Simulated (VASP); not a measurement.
# P (Pm-3m) in VASP: a series of runs, part 2 of 2

VASP 6.6.1. The steps go on from the part before.

## (4) Single point, PBEsol

This run uses another cell than the first one, of 14.11 Å³/atom, 0.926 times its volume.

INCAR

```
PREC = Accurate
ENCUT = 500
EDIFF = 1E-6
ISMEAR = -1
SIGMA = 0.1
LREAL = False
LASPH = True
NELM = 120
ALGO = Normal
ISIF = 2
LWAVE = False
LCHARG = False
GGA = PS
NBANDS = 8
GGA_COMPAT = False
```

KPOINTS

```
regular mesh
0
Gamma
  21 21 21
```

POSCAR

```
P
1.0
    2.4164520610      0.0000000000      0.0000000000
    0.0000000000      2.4164520610      0.0000000000
    0.0000000000      0.0000000000      2.4164520610
P
1
Direct
    0.0000000000      0.0000000000      0.0000000000
```

Potentials or basis: VASP PAW PBE potentials, release 64 (P).

The run is started by

```
cat potpaw_PBE.64/P/POTCAR > POTCAR
mpirun -np 1 vasp_std > vasp.out
```

OUTCAR:

```text
PREC = Accurate
   ENCUT = 500
   EDIFF = 1E-6
   ISMEAR = -1
   LREAL = False
   LASPH = True
   NELM = 120
   ISIF = 2
   GGA = PS

 ion  position               nearest neighbor table
   1  0.000  0.000  0.000-

  LATTYP: Found a simple cubic cell.
 ALAT       =     2.4164520610

  Lattice vectors:

 A1 = (   2.4164520610,   0.0000000000,   0.0000000000)
 A2 = (   0.0000000000,   2.4164520610,   0.0000000000)
 A3 = (   0.0000000000,   0.0000000000,   2.4164520610)

Analysis of symmetry for initial positions (statically):
=====================================================================
 Subroutine PRICEL returns:
 Original cell was already a primitive cell.

 Routine SETGRP: Setting up the symmetry group for a
 simple cubic supercell.

 Subroutine GETGRP returns: Found 48 space group operations
 (whereof 48 operations were pure point group operations)
 out of a pool of 48 trial point group operations.

The static configuration has the point symmetry O_h .

Analysis of symmetry for dynamics (positions and initial velocities):
=====================================================================
 Subroutine PRICEL returns:
 Original cell was already a primitive cell.

 Routine SETGRP: Setting up the symmetry group for a
 simple cubic supercell.

 Subroutine GETGRP returns: Found 48 space group operations
 (whereof 48 operations were pure point group operations)
 out of a pool of 48 trial point group operations.

The dynamic configuration has the point symmetry O_h .

 Subroutine INISYM returns: Found 48 space group operations
 (whereof 48 operations are pure point group operations),
 and found     1 'primitive' translations

----------------------------------------------------------------------------------------

                                     Primitive cell

  volume of cell :      14.1102

  direct lattice vectors                    reciprocal lattice vectors
     2.416452061  0.000000000  0.000000000     0.413829853  0.000000000  0.000000000
     0.000000000  2.416452061  0.000000000     0.000000000  0.413829853  0.000000000
     0.000000000  0.000000000  2.416452061     0.000000000  0.000000000  0.413829853

  length of vectors
     2.416452061  2.416452061  2.416452061     0.413829853  0.413829853  0.413829853

  position of ions in fractional coordinates (direct lattice)
     0.000000000  0.000000000  0.000000000

  ion indices of the primitive-cell ions
   primitive index   ion index
                 1           1

----------------------------------------------------------------------------------------

 KPOINTS: regular mesh

Automatic generation of k-mesh.
 Grid dimensions read from file:
 generate k-points for:   21   21   21

 Generating k-lattice:

  Cartesian coordinates                     Fractional coordinates (reciprocal lattice)
     0.019706183  0.000000000  0.000000000     0.047619048  0.000000000  0.000000000
     0.000000000  0.019706183  0.000000000     0.000000000  0.047619048  0.000000000
     0.000000000  0.000000000  0.019706183     0.000000000  0.000000000  0.047619048

  Length of vectors
     0.019706183  0.019706183  0.019706183

  Shift w.r.t. Gamma in fractional coordinates (k-lattice)
     0.000000000  0.000000000  0.000000000

 Subroutine IBZKPT returns following result:
 ===========================================

 Found    286 irreducible k-points:

 Following reciprocal coordinates:
            Coordinates               Weight
  0.000000  0.000000  0.000000      1.000000
  0.047619  0.000000  0.000000      6.000000
  0.095238  0.000000  0.000000      6.000000
  0.142857  0.000000  0.000000      6.000000
  0.190476  0.000000  0.000000      6.000000
  0.238095  0.000000  0.000000      6.000000
[... 16 lines left out ...]
  0.142857  0.095238  0.000000     24.000000
  0.190476  0.095238  0.000000     24.000000
 [... further k-points ...]
   k-points           NKPTS =    286   k-points in BZ     NKDIM =    286   number of bands    NBANDS=      8
   number of dos      NEDOS =    301   number of ions     NIONS =      1
   total plane-waves  NPLWV =   5832
   dimension x,y,z NGX =    18 NGY =   18 NGZ =   18
   dimension x,y,z NGXF=    36 NGYF=   36 NGZF=   36
   ions per type =               1
   NGX,Y,Z   is equivalent  to a cutoff of  12.38, 12.38, 12.38 a.u.
   NGXF,Y,Z  is equivalent  to a cutoff of  24.77, 24.77, 24.77 a.u.
 SYSTEM =  unknown system
   PREC   = accura    normal or accurate (medium, high low for compatibility)
   ISTART =      0    job   : 0-new  1-cont  2-samecut
   ICHARG =      2    charge: 1-file 2-atom 10-const
   ISPIN  =      1    spin polarized calculation?
   LNONCOLLINEAR =      F non collinear calculations
   LSORBIT =      F    spin-orbit coupling
   LASPH  =      T    aspherical Exc in radial PAW
   ENCUT  =  500.0 eV  36.75 Ry    6.06 a.u.   4.41  4.41  4.41*2*pi/ulx,y,z
   NELM   =    120;   NELMIN=  2; NELMDL= -5     # of ELM steps
   EDIFF  = 0.1E-05   stopping-criterion for ELM
   LREAL  =      F    real-space projection
   EDIFFG = 0.1E-04   stopping-criterion for IOM
   NSW    =      0    number of steps for IOM
   IBRION =     -1    ionic relax: 0-MD 1-quasi-New 2-CG
   NFREE  =      0    steps in history (QN), initial steepest desc. (CG)
   ISIF   =      2    stress and relaxation
   ISYM   =      2    0-nonsym 1-usesym 2-fastsym
   POTIM  = 0.5000    time-step for ionic-motion
   TEBEG  =    0.0;   TEEND  =   0.0 temperature during run
   PSTRESS=    0.0 pullay stress
   NELECT =       5.0000    total number of electrons
   NUPDOWN=      -1.0000    fix difference up-down
   EMIN   =  10.00;   EMAX   =-10.00  energy-range for DOS
   EFERMI =   0.00;   METHOD = LEGACY
   ISMEAR =    -1;   SIGMA  =   0.10  broadening in eV -4-tet -1-fermi 0-gaus
   EFERMI_NEDOS =   21; number of points for ismear=-14 and -15
   IALGO  =     38    algorithm
   IMIX   =      4    mixing-type and parameters
     AMIX     =   0.40;   BMIX     =  1.00
     AMIX_MAG =   1.60;   BMIX_MAG =  1.00
  volume/ion in A,a.u.               =      14.11        95.22
  Fermi-wavevector in a.u.,A,eV,Ry     =   1.158475  2.189200 18.259892  1.342064
  Thomas-Fermi vector in A             =   2.295077
   LORBIT       =      0    0 simple, 1 ext, 2 COOP (PROOUT), +10 PAW based schemes
   GGA     = PS    functional components
   LHFCALC =     F    Hartree Fock is set to
   AEXX    =    0.0000 exact exchange contribution
   IVDW    =     0    specifies the selected vdW correction
   LEPSILON=     F    determine dielectric tensor
   LRPA    =     F    only Hartree local field effects (RPA)
 non-spin polarized calculation
  energy-cutoff  :      500.00
  volume of cell :       14.11
 maximum number of plane-waves:       370
 NGX is ok and might be reduce to    18
   NGX =  9   NGY =  9   NGZ =  9

 number of electron       4.9999997 magnetization

 Free energy of the ion-electron system (eV)
  ---------------------------------------------------
  ext. energy  EPLUGINS =         0.00000000
  ---------------------------------------------------
  free energy    TOTEN  =        -5.78087634 eV

  energy without entropy =       -5.77314801  energy(sigma->0) =       -5.77701217

 E-fermi :  10.1216     XC(G=0): -11.5134

 val. band max:       10.0863933158   @ k =   0.4762   0.4762   0.4286
 cond. band min:      10.1338304265   @ k =   0.3810   0.2381   0.0000
 fundamental gap:      0.0474371107
 Fermi energy:        10.1215940814

 k-point     1 :       0.0000    0.0000    0.0000
  band No.  band energies     occupation
      1      -6.7892      2.00000
      2      15.2293      0.00000
      3      15.2293      0.00000
      4      15.2293      0.00000
      5      16.8422      0.00000
      6      16.8422      0.00000
      7      24.4961      0.00000
      8      34.9746      0.00000
[... 243 lines left out ...]
 k-point    24 :       0.1905    0.0952    0.0000
  band No.  band energies     occupation
      1      -5.7325      2.00000
      2       9.0250      1.99997
      3      13.2004      0.00000
      4      16.0570      0.00000
      5      19.2598      0.00000
      6      23.0870      0.00000
      7      27.2176      0.00000
      8      29.5894      0.00000

 [... further k-points ...]

------------------------ aborting loop because EDIFF is reached ----------------------------------------

  FORCE on cell =-STRESS in cart. coord.  units (eV):
  Direction    XX          YY          ZZ          XY          YZ          ZX
  --------------------------------------------------------------------------------------
  -------------------------------------------------------------------------------------
  Total        0.0864003      0.0864003      0.0864003     -0.0000000     -0.0000000     -0.0000000
  in kB        9.8105071      9.8105071      9.8105071     -0.0000000     -0.0000000     -0.0000000
  external PRESSURE =       9.8105071 kB  Pullay stress =       0.0000000 kB

 VOLUME and BASIS-vectors are now :
 -----------------------------------------------------------------------------
  energy-cutoff  :      500.00
  volume of cell :       14.11
      direct lattice vectors                 reciprocal lattice vectors
     2.416452061  0.000000000  0.000000000     0.413829853  0.000000000  0.000000000
     0.000000000  2.416452061  0.000000000     0.000000000  0.413829853  0.000000000
     0.000000000  0.000000000  2.416452061     0.000000000  0.000000000  0.413829853

 POSITION                                       TOTAL-FORCE (eV/Angst)
 -----------------------------------------------------------------------------------
      0.00000      0.00000      0.00000         0.000000      0.000000      0.000000
 -----------------------------------------------------------------------------------
    total drift:                               -0.000000     -0.000000      0.000000

  FREE ENERGIE OF THE ION-ELECTRON SYSTEM (eV)
  ---------------------------------------------------
  free  energy   TOTEN  =        -5.7808763377 eV

  energy  without entropy=       -5.7731480108  energy(sigma->0) =       -5.77701217
```

stdout:

```text
POSCAR found type information on POSCAR P
 POSCAR found :  1 types and       1 ions
 scaLAPACK will be used
 -----------------------------------------------------------------------------
|                                                                             |
|                                                                             |
|     You enforced a specific xc type in the INCAR file but a different       |
|     I HOPE YOU KNOW WHAT YOU ARE DOING!                                     |
|                                                                             |
 -----------------------------------------------------------------------------

 LDA part: xc-table for (Slater+PW92), standard interpolation
 POSCAR, INCAR and KPOINTS ok, starting setup
 FFT: planning ... GRIDC
 FFT: planning ... GRID_SOFT
 FFT: planning ... GRID
 WAVECAR not read
 entering main loop
```

Wall time 40 s (1 thread of AMD EPYC 7R13, shared host); peak memory 0.1 GiB.

Results:

- Free energy: -5.7809 eV
- Pressure: 1.0 GPa

Caveat: the PAW data sets were made with another functional, which shifts forces and pressure a little.

## (5) Overview

```tsv
cell	k mesh	gap on the mesh (eV)	pressure (GPa)
a = 2.479 Å, 1 atom	15 × 15 × 15	none	-7.3
a = 2.509 Å, 1 atom	15 × 15 × 15	none	-9.9
a = 2.416 Å, 1 atom	21 × 21 × 21	none	1.0
```

Alike in all rows: task single point; level PBEsol; potentials or basis VASP PAW PBE potentials, release 64 (P); no spin polarisation; cutoff (eV) 500; smearing fermi-dirac 0.1 eV.

Caveats: the PAW data sets were made with another functional, which shifts forces and pressure a little.

Total energies depend on the potentials used, so only differences within one code and one set of settings carry meaning.
